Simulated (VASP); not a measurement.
# C (Pm-3n) in VASP: a series of runs

C is run at these levels: PBE; tasks: single point, relaxation of cell and atoms.

Program: VASP 6.6.1. These are calculated values, not measurements. Logs are shortened: lines on timing, memory, paths and dates and some standing lists are left out, and cuts for length are marked.

### Step 1. The cell of the first run

It takes space group Pm-3n (No. 223, cubic). Conventional cell: a = 3.874 Å, b = 3.874 Å, c = 3.874 Å, α = 90.00°, β = 90.00°, γ = 90.00°. C (site symmetry m-3) has 12 C at 2.17 Å within 2.9 Å. C (site symmetry -4m2) has 14 C at 1.94 to 2.37 Å within 2.6 Å.

### Step 2. Single point, PBE

Contents of INCAR:

```
SYSTEM = C
  PREC = Accurate
  ENCUT = 520
  EDIFF = 1E-6
  ISMEAR = -1
  SIGMA = 0.1
  LREAL = .False.
  LASPH = .True.
  NELM = 100
  ALGO = Normal
  ISIF = 2
  LWAVE = .False.
  LCHARG = .False.
  GGA = PE
  NBANDS = 26
```

Contents of KPOINTS:

```
regular mesh
0
Gamma
  7 7 7
  0 0 0
```

Contents of POSCAR:

```
C
1.0
    3.8738652127      0.0000000000      0.0000000000
    0.0000000000      3.8738652127      0.0000000000
    0.0000000000      0.0000000000      3.8738652127
C
8
Direct
    0.0000000000      0.0000000000      1.0000000000
    0.5000000000      0.5000000000      0.5000000000
    0.2500000000      1.0000000000      0.5000000000
    0.7500000000      1.0000000000      0.5000000000
    0.5000000000      0.2500000000      1.0000000000
    0.5000000000      0.7500000000      1.0000000000
    1.0000000000      0.5000000000      0.2500000000
    0.0000000000      0.5000000000      0.7500000000
```

Potentials or basis: VASP PAW PBE potentials, release 64 (C).

Launch:

```
$ cat potpaw_PBE.64/C/POTCAR > POTCAR
$ mpirun -np 1 vasp_std > vasp.out
```

OUTCAR:

```text
SYSTEM = C
   PREC = Accurate
   ENCUT = 520
   EDIFF = 1E-6
   ISMEAR = -1
   LREAL = .False.
   LASPH = .True.
   NELM = 100
   ISIF = 2
   GGA = PE

 ion  position               nearest neighbor table
   1  0.000  0.000  0.000-
   2  0.500  0.500  0.500-
   3  0.250  0.000  0.500-   4 1.94   4 1.94
   4  0.750  0.000  0.500-   3 1.94   3 1.94
   5  0.500  0.250  0.000-   6 1.94   6 1.94
   6  0.500  0.750  0.000-   5 1.94   5 1.94
   7  0.000  0.500  0.250-   8 1.94   8 1.94
   8  0.000  0.500  0.750-   7 1.94   7 1.94

  LATTYP: Found a simple cubic cell.
 ALAT       =     3.8738652127

  Lattice vectors:

 A1 = (   3.8738652127,   0.0000000000,   0.0000000000)
 A2 = (   0.0000000000,   3.8738652127,   0.0000000000)
 A3 = (   0.0000000000,   0.0000000000,   3.8738652127)

Analysis of symmetry for initial positions (statically):
=====================================================================
 Subroutine PRICEL returns:
 Original cell was already a primitive cell.

 Routine SETGRP: Setting up the symmetry group for a
 simple cubic supercell.

 Subroutine GETGRP returns: Found 48 space group operations
 (whereof 24 operations were pure point group operations)
 out of a pool of 48 trial point group operations.

The static configuration has the point symmetry T_h .
 The point group associated with its full space group is O_h .

Analysis of symmetry for dynamics (positions and initial velocities):
=====================================================================
 Subroutine PRICEL returns:
 Original cell was already a primitive cell.

 Routine SETGRP: Setting up the symmetry group for a
 simple cubic supercell.

 Subroutine GETGRP returns: Found 48 space group operations
 (whereof 24 operations were pure point group operations)
 out of a pool of 48 trial point group operations.

The dynamic configuration has the point symmetry T_h .
 The point group associated with its full space group is O_h .

 Subroutine INISYM returns: Found 48 space group operations
 (whereof 24 operations are pure point group operations),
 and found     1 'primitive' translations

----------------------------------------------------------------------------------------

                                     Primitive cell

  volume of cell :      58.1344
[... 91 lines left out ...]
   LNONCOLLINEAR =      F non collinear calculations
   LSORBIT =      F    spin-orbit coupling
   LASPH  =      T    aspherical Exc in radial PAW
   ENCUT  =  520.0 eV  38.22 Ry    6.18 a.u.   7.20  7.20  7.20*2*pi/ulx,y,z
   NELM   =    100;   NELMIN=  2; NELMDL= -5     # of ELM steps
   EDIFF  = 0.1E-05   stopping-criterion for ELM
   LREAL  =      F    real-space projection
[... 7 lines left out ...]
   TEBEG  =    0.0;   TEEND  =   0.0 temperature during run
   PSTRESS=    0.0 pullay stress
   NELECT =      32.0000    total number of electrons
   NUPDOWN=      -1.0000    fix difference up-down
   EMIN   =  10.00;   EMAX   =-10.00  energy-range for DOS
   EFERMI =   0.00;   METHOD = LEGACY
   ISMEAR =    -1;   SIGMA  =   0.10  broadening in eV -4-tet -1-fermi 0-gaus
   EFERMI_NEDOS =   21; number of points for ismear=-14 and -15
   IALGO  =     38    algorithm
   IMIX   =      4    mixing-type and parameters
     AMIX     =   0.40;   BMIX     =  1.00
     AMIX_MAG =   1.60;   BMIX_MAG =  1.00
  volume/ion in A,a.u.               =       7.27        49.04
  Fermi-wavevector in a.u.,A,eV,Ry     =   1.341674  2.535396 24.491697  1.800089
  Thomas-Fermi vector in A             =   2.469889
   LORBIT       =      0    0 simple, 1 ext, 2 COOP (PROOUT), +10 PAW based schemes
   GGA     = PE    functional components
   LHFCALC =     F    Hartree Fock is set to
   AEXX    =    0.0000 exact exchange contribution
   IVDW    =     0    specifies the selected vdW correction
   LEPSILON=     F    determine dielectric tensor
   LRPA    =     F    only Hartree local field effects (RPA)
 non-spin polarized calculation
  energy-cutoff  :      520.00
  volume of cell :       58.13
 maximum number of plane-waves:      1582
 NGX is ok and might be reduce to    30
   NGX = 15   NGY = 15   NGZ = 15

 number of electron      32.0000001 magnetization

 Free energy of the ion-electron system (eV)
  ---------------------------------------------------
  ext. energy  EPLUGINS =         0.00000000
  ---------------------------------------------------
  free energy    TOTEN  =       -37.50075223 eV

  energy without entropy =      -37.41149959  energy(sigma->0) =      -37.45612591

 E-fermi :   7.7078     XC(G=0): -12.7038

 val. band max:        7.6792608351   @ k =   0.4286   0.2857   0.2857
 cond. band min:       7.8035237750   @ k =   0.4286   0.2857   0.2857
 fundamental gap:      0.1242629399
 Fermi energy:         7.7078219640

 k-point     1 :       0.0000    0.0000    0.0000
  band No.  band energies     occupation
      1     -11.1814      2.00000
      2      -3.6657      2.00000
      3      -3.6657      2.00000
      4      -3.5805      2.00000
      5      -2.2167      2.00000
      6      -2.2167      2.00000
[... 569 lines left out ...]
     25      10.5609      0.00000
     26      10.8835      0.00000

------------------------ aborting loop because EDIFF is reached ----------------------------------------

  FORCE on cell =-STRESS in cart. coord.  units (eV):
  Direction    XX          YY          ZZ          XY          YZ          ZX
  --------------------------------------------------------------------------------------
  -------------------------------------------------------------------------------------
  Total        0.0583704      0.0583704      0.0583704      0.0000000      0.0000000      0.0000000
  in kB        1.6086811      1.6086811      1.6086811      0.0000000      0.0000000      0.0000000
  external PRESSURE =       1.6086811 kB  Pullay stress =       0.0000000 kB

 VOLUME and BASIS-vectors are now :
 -----------------------------------------------------------------------------
  energy-cutoff  :      520.00
  volume of cell :       58.13
      direct lattice vectors                 reciprocal lattice vectors
     3.873865213  0.000000000  0.000000000     0.258140112  0.000000000  0.000000000
     0.000000000  3.873865213  0.000000000     0.000000000  0.258140112  0.000000000
     0.000000000  0.000000000  3.873865213     0.000000000  0.000000000  0.258140112

 POSITION                                       TOTAL-FORCE (eV/Angst)
 -----------------------------------------------------------------------------------
      0.00000      0.00000      0.00000        -0.000000     -0.000000      0.000000
      1.93693      1.93693      1.93693        -0.000000     -0.000000      0.000000
      0.96847      0.00000      1.93693         0.000000      0.000000     -0.000000
      2.90540      0.00000      1.93693        -0.000000     -0.000000      0.000000
      1.93693      0.96847      0.00000        -0.000000     -0.000000     -0.000000
      1.93693      2.90540      0.00000         0.000000      0.000000     -0.000000
      0.00000      1.93693      0.96847        -0.000000      0.000000     -0.000000
      0.00000      1.93693      2.90540         0.000000     -0.000000      0.000000
 -----------------------------------------------------------------------------------
    total drift:                                0.000000      0.000000      0.000000

  FREE ENERGIE OF THE ION-ELECTRON SYSTEM (eV)
  ---------------------------------------------------
  free  energy   TOTEN  =       -37.5007522306 eV

  energy  without entropy=      -37.4114995879  energy(sigma->0) =      -37.45612591
```

stdout:

```text
POSCAR found type information on POSCAR C
 POSCAR found :  1 types and       8 ions
 scaLAPACK will be used
 LDA part: xc-table for (Slater+PW92), standard interpolation
 POSCAR, INCAR and KPOINTS ok, starting setup
 FFT: planning ... GRIDC
 FFT: planning ... GRID_SOFT
 FFT: planning ... GRID
 WAVECAR not read
 entering main loop
```

Wall time 48 s (1 thread of AMD EPYC 7R13, shared host); peak memory 0.13 GiB.

Results:

```
Free energy            : -37.5008 eV
Pressure               : 0.2 GPa
Band gap on the k mesh : zero (band 16 reaches 8.60 eV, above the bottom of band 17 at 6.26 eV)
```

### Step 3. Single point, PBE

Contents of INCAR:

```
SYSTEM = C
ALGO = Normal
EDIFF = 1E-7
ENCUT = 520
GGA = PE
ISIF = 2
ISMEAR = -1
LASPH = .TRUE.
LCHARG = .FALSE.
LREAL = .FALSE.
LWAVE = .FALSE.
NBANDS = 26
NELM = 80
PREC = Accurate
SIGMA = 0.1
```

Contents of KPOINTS:

```
k-points
0
G
  9 9 9
  0 0 0
```

POSCAR is that of step 2.

Potentials or basis: VASP PAW PBE potentials, release 64 (C).

Launch:

```
$ cat potpaw_PBE.64/C/POTCAR > POTCAR
$ mpirun -np 1 vasp_std > vasp.out
```

It took 94 s on 1 thread of AMD EPYC 7R13, shared host; peak memory 0.15 GiB.

It converged, with:

| Property | Result |
| --- | --- |
| Free energy | -37.4605 eV |
| Pressure | 0.7 GPa |
| Band gap on the k mesh | zero (band 16 reaches 8.90 eV, above the bottom of band 17 at 6.22 eV) |

Levels at points of the mesh, in eV from the Fermi level:
| k point | band 15 | band 16 | band 17 | band 18 | band 19 | band 20 |
| --- | --- | --- | --- | --- | --- | --- |
| (0.00, 0.00, 0.00) | -2.99 | -2.99 | -0.96 | -0.96 | -0.96 | -0.52 |

### Step 4. Relaxation of cell and atoms, PBE

This run uses another cell than the first one, of 6.62 Å³/atom, 0.910 times its volume.

Contents of INCAR:

```
SYSTEM = C
PREC = Accurate
ENCUT = 600
EDIFF = 1E-7
ISMEAR = -1
SIGMA = 0.1
LREAL = .FALSE.
LASPH = .TRUE.
NELM = 60
ALGO = Normal
ISIF = 3
LWAVE = .FALSE.
LCHARG = .FALSE.
GGA = PE
IBRION = 2
NSW = 80
EDIFFG = -0.01
```

Contents of KPOINTS:

```
Automatic mesh
0
G
  7 7 7
  0 0 0
```

Contents of POSCAR:

```
C
1.0
    3.7546000832      0.0000000000      0.0000000000
    0.0000000000      3.7546000832      0.0000000000
    0.0000000000      0.0000000000      3.7546000832
C
8
Direct
    0.0000000000      0.0000000000      0.0000000000
    0.5000000000      0.5000000000      0.5000000000
    0.2500000000      0.0000000000      0.5000000000
    0.7500000000      0.0000000000      0.5000000000
    0.5000000000      0.2500000000      0.0000000000
    0.5000000000      0.7500000000      0.0000000000
    0.0000000000      0.5000000000      0.2500000000
    0.0000000000      0.5000000000      0.7500000000
```

Potentials or basis: VASP PAW PBE potentials, release 64 (C).

Launch:

```
$ cat potpaw_PBE.64/C/POTCAR > POTCAR
$ mpirun -np 1 vasp_std > vasp.out
```

OUTCAR:

```text
SYSTEM = C
   PREC = Accurate
   ENCUT = 600
   EDIFF = 1E-7
   ISMEAR = -1
   LREAL = .FALSE.
   LASPH = .TRUE.
   NELM = 60
   ISIF = 3
   GGA = PE
   IBRION = 2
   NSW = 80
   EDIFFG = -0.01

 ion  position               nearest neighbor table
   1  0.000  0.000  0.000-
   2  0.500  0.500  0.500-
   3  0.250  0.000  0.500-   4 1.88   4 1.88
   4  0.750  0.000  0.500-   3 1.88   3 1.88
   5  0.500  0.250  0.000-   6 1.88   6 1.88
   6  0.500  0.750  0.000-   5 1.88   5 1.88
   7  0.000  0.500  0.250-   8 1.88   8 1.88
   8  0.000  0.500  0.750-   7 1.88   7 1.88

  LATTYP: Found a simple cubic cell.
 ALAT       =     3.7546000832

  Lattice vectors:

 A1 = (   3.7546000832,   0.0000000000,   0.0000000000)
 A2 = (   0.0000000000,   3.7546000832,   0.0000000000)
 A3 = (   0.0000000000,   0.0000000000,   3.7546000832)

Analysis of symmetry for initial positions (statically):
=====================================================================
 Subroutine PRICEL returns:
 Original cell was already a primitive cell.

 Routine SETGRP: Setting up the symmetry group for a
 simple cubic supercell.

 Subroutine GETGRP returns: Found 48 space group operations
 (whereof 24 operations were pure point group operations)
 out of a pool of 48 trial point group operations.

The static configuration has the point symmetry T_h .
 The point group associated with its full space group is O_h .

Analysis of symmetry for dynamics (positions and initial velocities):
=====================================================================
 Subroutine PRICEL returns:
 Original cell was already a primitive cell.

 Routine SETGRP: Setting up the symmetry group for a
 simple cubic supercell.

 Subroutine GETGRP returns: Found 48 space group operations
 (whereof 24 operations were pure point group operations)
 out of a pool of 48 trial point group operations.

[... 113 lines left out ...]
   NFREE  =      1    steps in history (QN), initial steepest desc. (CG)
   ISIF   =      3    stress and relaxation
   ISYM   =      2    0-nonsym 1-usesym 2-fastsym
   POTIM  = 0.5000    time-step for ionic-motion
   TEBEG  =    0.0;   TEEND  =   0.0 temperature during run
   PSTRESS=    0.0 pullay stress
   NELECT =      32.0000    total number of electrons
   NUPDOWN=      -1.0000    fix difference up-down
   EMIN   =  10.00;   EMAX   =-10.00  energy-range for DOS
   EFERMI =   0.00;   METHOD = LEGACY
   ISMEAR =    -1;   SIGMA  =   0.10  broadening in eV -4-tet -1-fermi 0-gaus
   EFERMI_NEDOS =   21; number of points for ismear=-14 and -15
   IALGO  =     38    algorithm
   IMIX   =      4    mixing-type and parameters
     AMIX     =   0.40;   BMIX     =  1.00
     AMIX_MAG =   1.60;   BMIX_MAG =  1.00
  volume/ion in A,a.u.               =       6.62        44.65
  Fermi-wavevector in a.u.,A,eV,Ry     =   1.384292  2.615933 26.072371  1.916265
  Thomas-Fermi vector in A             =   2.508810
   LORBIT       =      0    0 simple, 1 ext, 2 COOP (PROOUT), +10 PAW based schemes
   GGA     = PE    functional components
   LHFCALC =     F    Hartree Fock is set to
   AEXX    =    0.0000 exact exchange contribution
   IVDW    =     0    specifies the selected vdW correction
   LEPSILON=     F    determine dielectric tensor
   LRPA    =     F    only Hartree local field effects (RPA)
 conjugate gradient relaxation of ions
 non-spin polarized calculation
  energy-cutoff  :      600.00
  volume of cell :       52.93
 maximum number of plane-waves:      1791
 NGX is ok and might be reduce to    30
   NGX = 15   NGY = 15   NGZ = 15

--------------------------------------- Ionic step        1  -------------------------------------------

 number of electron      32.0000000 magnetization

 Free energy of the ion-electron system (eV)
  ---------------------------------------------------
  ext. energy  EPLUGINS =         0.00000000
  ---------------------------------------------------
  free energy    TOTEN  =       -37.23044650 eV

  energy without entropy =      -37.14687513  energy(sigma->0) =      -37.18866082

------------------------ aborting loop because EDIFF is reached ----------------------------------------

  FORCE on cell =-STRESS in cart. coord.  units (eV):
  Direction    XX          YY          ZZ          XY          YZ          ZX
  --------------------------------------------------------------------------------------
  -------------------------------------------------------------------------------------
  Total        5.7816213      5.7816213      5.7816213      0.0000000     -0.0000000      0.0000000
  in kB      175.0125408    175.0125408    175.0125408      0.0000000     -0.0000000      0.0000000
  external PRESSURE =     175.0125408 kB  Pullay stress =       0.0000000 kB
[... 71 lines left out ...]
--------------------------------------- Ionic step        3  -------------------------------------------

 number of electron      32.0000001 magnetization

 Free energy of the ion-electron system (eV)
  ---------------------------------------------------
  ext. energy  EPLUGINS =         0.00000000
  ---------------------------------------------------
  free energy    TOTEN  =       -37.49617404 eV

  energy without entropy =      -37.40688838  energy(sigma->0) =      -37.45153121

 E-fermi :   7.7034     XC(G=0): -12.7022

 val. band max:        7.6748147102   @ k =   0.4286   0.2857   0.2857
 cond. band min:       7.7989271135   @ k =   0.4286   0.2857   0.2857
 fundamental gap:      0.1241124033
 Fermi energy:         7.7033525753

 k-point     1 :       0.0000    0.0000    0.0000
  band No.  band energies     occupation
      1     -11.1821      2.00000
      2      -3.6686      2.00000
      3      -3.6686      2.00000
      4      -3.5830      2.00000
      5      -2.2184      2.00000
      6      -2.2184      2.00000
[... 504 lines left out ...]
  FREE ENERGIE OF THE ION-ELECTRON SYSTEM (eV)
  ---------------------------------------------------
  free  energy   TOTEN  =       -37.4961740414 eV

  energy  without entropy=      -37.4068883751  energy(sigma->0) =      -37.45153121

 reached required accuracy - stopping structural energy minimisation
```

CONTCAR:

```text
C
   1.00000000000000
     3.8742733029319507   -0.0000000000000000    0.0000000000000000
     0.0000000000000000    3.8742733029319507   -0.0000000000000000
     0.0000000000000000   -0.0000000000000000    3.8742733029319507
  C
     8
Direct
     0.0000000000000000    0.0000000000000000    0.0000000000000000
     0.5000000000000000    0.5000000000000000    0.5000000000000000
     0.2500000000000000    0.0000000000000000    0.5000000000000000
     0.7500000000000000    0.0000000000000000    0.5000000000000000
     0.5000000000000000    0.2500000000000000    0.0000000000000000
     0.5000000000000000    0.7500000000000000    0.0000000000000000
     0.0000000000000000    0.5000000000000000    0.2500000000000000
     0.0000000000000000    0.5000000000000000    0.7500000000000000

  0.00000000E+00  0.00000000E+00  0.00000000E+00
  0.00000000E+00  0.00000000E+00  0.00000000E+00
  0.00000000E+00  0.00000000E+00  0.00000000E+00
  0.00000000E+00  0.00000000E+00  0.00000000E+00
  0.00000000E+00  0.00000000E+00  0.00000000E+00
  0.00000000E+00  0.00000000E+00  0.00000000E+00
  0.00000000E+00  0.00000000E+00  0.00000000E+00
  0.00000000E+00  0.00000000E+00  0.00000000E+00
```

Wall time 1.8 min (1 thread of AMD EPYC 7R13, shared host); peak memory 0.14 GiB.

What came out:

* Free energy: -37.4962 eV
* Relaxed volume: 7.27 Å³/atom
* Relaxed cell: a = 3.874 Å, b = 3.874 Å, c = 3.874 Å, α = 90.00°, β = 90.00°, γ = 90.00°
* Space group after relaxing (to 0.05 Å): Pm-3n (No. 223)
* Energy gained by relaxing: 33.2 meV/atom
* Ionic steps: 3
* Pressure after relaxing: 0.0 GPa
* Band gap on the k mesh: zero (band 16 reaches 8.59 eV, above the bottom of band 17 at 6.26 eV)

The path:
| step | energy change (eV) | largest force (eV/Å) | pressure (GPa) | volume (Å³) |
| --- | --- | --- | --- | --- |
| 1 | 0.0000 | 0.0000 | 17.50 | 52.93 |
| 2 | -0.2637 | 0.0000 | -1.30 | 58.66 |
| 3 | -0.2657 | 0.0000 | 0.03 | 58.15 |

Final structure:
```
C
1.0
     3.87427    0.00000    0.00000
     0.00000    3.87427    0.00000
     0.00000    0.00000    3.87427
C
8
Direct
  0.00000 0.00000 0.00000
  0.50000 0.50000 0.50000
  0.25000 0.00000 0.50000
  0.75000 0.00000 0.50000
  0.50000 0.25000 0.00000
  0.50000 0.75000 0.00000
  0.00000 0.50000 0.25000
  0.00000 0.50000 0.75000
```

### Step 5. The runs side by side

| task | cell | k mesh | cutoff (eV) | gap on the mesh (eV) | pressure (GPa) |
| --- | --- | --- | --- | --- | --- |
| single point | a = 3.874 Å, 8 atoms | 7 × 7 × 7 | 520 | none | 0.2 |
| single point | a = 3.874 Å, 8 atoms | 9 × 9 × 9 | 520 | none | 0.7 |
| relaxation of cell and atoms | relaxed from a = 3.755 Å, 8 atoms | 7 × 7 × 7 | 600 | none | 0.0 |

Alike in all rows: level PBE; potentials or basis VASP PAW PBE potentials, release 64 (C); no spin polarisation; smearing fermi-dirac 0.1 eV.

Total energies depend on the potentials used, so only differences within one code and one set of settings carry meaning.
